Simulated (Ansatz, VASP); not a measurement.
## One calculation of Ga, two programs

The input INCAR:

```
PREC = Accurate
ENCUT = 520
EDIFF = 1E-6
ISMEAR = 1
SIGMA = 1.0
LREAL = False
LASPH = True
NELM = 100
ALGO = Normal
ISIF = 2
LWAVE = False
LCHARG = False
NBANDS = 34
```

Contents of KPOINTS:

```
regular mesh
0
Gamma
  8 8 7
```

The input POSCAR:

```
Ga
1.0
    2.2178908173     -3.7419137528      0.0000000000
    2.2178908173      3.7419137528      0.0000000000
    0.0000000000      0.0000000000      4.4249628129
Ga
4
Direct
    0.8443628362      0.1556371638      0.0859373133
    0.6556371638      0.3443628362      0.5859373133
    0.1556371638      0.8443628362      0.9140626867
    0.3443628362      0.6556371638      0.4140626867
```

Input for Ansatz:

```yaml
crystal:
  lattice:
    - [2.2178908173, -3.7419137528, 0.0]
    - [2.2178908173, 3.7419137528, 0.0]
    - [0.0, 0.0, 4.4249628129]
  atoms:
    - { symbol: Ga, position: [0.8443628362, 0.1556371638, 0.0859373133] }
    - { symbol: Ga, position: [0.6556371638, 0.3443628362, 0.5859373133] }
    - { symbol: Ga, position: [0.1556371638, 0.8443628362, 0.9140626867] }
    - { symbol: Ga, position: [0.3443628362, 0.6556371638, 0.4140626867] }
hamiltonian:
  xc: lda
  pseudopotentials:
    kind: paw
    azcp:
      Ga: "pseudopotentials/Ga.paw.azcp"
basis:
  ecutwfc: 420
  fft_grid_basis: typed
kpoints:
  mp_grid: { grid: [8, 8, 7], shift: [0, 0, 0] }
magnetization:
  spin_polarized: false
scf:
  occupations: { method: methfessel_paxton, width: 1.0 }
  lower_state_search: "off"
output:
  stress: true
  write_density: true
  write_potential: true
  elf: true
  volumetric_format: npy
```

Alike in both runs: task single point; functional LDA; k mesh 8 × 8 × 7; occupations methfessel-paxton of order 1, width 1 eV; no spin polarisation.

|  | VASP | Ansatz |
| --- | --- | --- |
| version | VASP 6.6.1 | Ansatz 0.2.0 |
| potentials or method | VASP PAW LDA potentials, release 64 (Ga_d), cutoff 520 eV | plane waves (420 eV) with PAW, scalar-relativistic |
| valence electrons in the cell | 52 | 52 |

|  | VASP | Ansatz | Ansatz less VASP |
| --- | --- | --- | --- |
| pressure (GPa) | 0.0 | -0.2 | -0.19 |
| traceless stress, the component that is largest in VASP (GPa) | 0.43 | 0.45 | +0.018 |

Ansatz warns that its potentials were made for another functional, while VASP's fit it. LDA's correlation is that of Perdew and Zunger in VASP and of Perdew and Wang (1992) in Ansatz.
